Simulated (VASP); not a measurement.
Runs of VASP 6.6.1 on YPt3F2. The structure is that of space group P6/mmm (No. 191), or close to it. The cells are those of the table. 

```csv
task,spin,cell,k mesh,cutoff (eV),gap on the mesh (eV),pressure (GPa),relaxed volume (Å³/atom)
relaxation of cell and atoms,off,"relaxed from a = 4.890, b = 4.890, c = 5.532 Å, angles 90.0, 90.0, 120.0°, 6 atoms",12 × 12 × 8,600,none,0.0,19.03
single point,off,"a = 4.890, b = 4.890, c = 5.532 Å, angles 90.0, 90.0, 120.0°, 6 atoms",6 × 6 × 4,520,none,-0.5,-
single point,off,"a = 5.782, b = 5.782, c = 3.174 Å, angles 90.0, 90.0, 120.0°, 6 atoms",3 × 3 × 6,520,none,14.5,-
relaxation of cell and atoms,off,"relaxed from a = 5.782, b = 5.782, c = 3.174 Å, angles 90.0, 90.0, 120.0°, 6 atoms",3 × 3 × 6,600,none,-0.1,(b)
single point,off,"a = 4.903, b = 4.903, c = 5.499 Å, angles 90.0, 90.0, 120.0°, 6 atoms",3 × 3 × 6,520,none,(a),-
relaxation of cell and atoms,off,"relaxed from a = 4.903, b = 4.903, c = 5.499 Å, angles 90.0, 90.0, 120.0°, 6 atoms",6 × 6 × 4,600,none,0.1,18.95
single point,"collinear, ferromagnetic start","a = 5.782, b = 5.782, c = 3.174 Å, angles 90.0, 90.0, 120.0°, 6 atoms",3 × 3 × 6,520,none,14.5,-
```

Alike in all rows: level PBE; potentials or basis VASP PAW PBE potentials, release 64 (Y_sv, Pt, F); smearing gaussian 0.1 eV.

Q: Estimate the missing entries.

A: (a) -0.4; (b) 16.89.

Caveats: some runs use coarse meshes; spin-orbit coupling is left out, which moves the levels of the heavy elements; an odd number of electrons without spin polarisation forces a metal (some runs); a magnetic or distorted state may lie lower (some runs).

A k mesh can miss the band edges, and the runs leave out spin-orbit coupling on Pt, Y.

A gap of «none» marks levels without a gap at the run's occupations.
